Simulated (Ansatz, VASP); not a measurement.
## PbO3: VASP beside Ansatz

```
Pb O
1.0
     0.00000    2.80921    2.80921
     2.80921    0.00000    2.80921
     2.80921    2.80921    0.00000
Pb O
1 3
Direct
  0.00000 0.00000 0.00000
  0.25000 0.25000 0.25000
  0.75000 0.75000 0.75000
  0.50000 0.50000 0.50000
```

Change from the starting cell: species swapped into the Tc3Ge type (Fm-3m, No. 225).

Alike in both runs: functional PBE; k mesh 6 × 6 × 6; occupations gaussian, width 0.1 eV; no spin polarisation.

Ansatz relaxed the structure, and its values are those at the end. VASP's run is a single point on that final structure, the one shown.

|  | VASP | Ansatz |
| --- | --- | --- |
| version | VASP 6.6.1 | Ansatz 0.2.0 |
| potentials or method | VASP PAW PBE potentials, release 64 (Pb_d, O), cutoff 520 eV | scalar-relativistic, plane waves, PAW |
| valence electrons in the cell | 32 | 32 |

|  | VASP | Ansatz | Ansatz less VASP |
| --- | --- | --- | --- |
| gap on the k mesh at the Fermi level (eV) | none | none | - |
| pressure (GPa) | 0.0 | 0.0 | -0.05 |

A gap of «none» marks a metal or a gap that the smearing closes.

Neither program's run includes spin-orbit coupling.
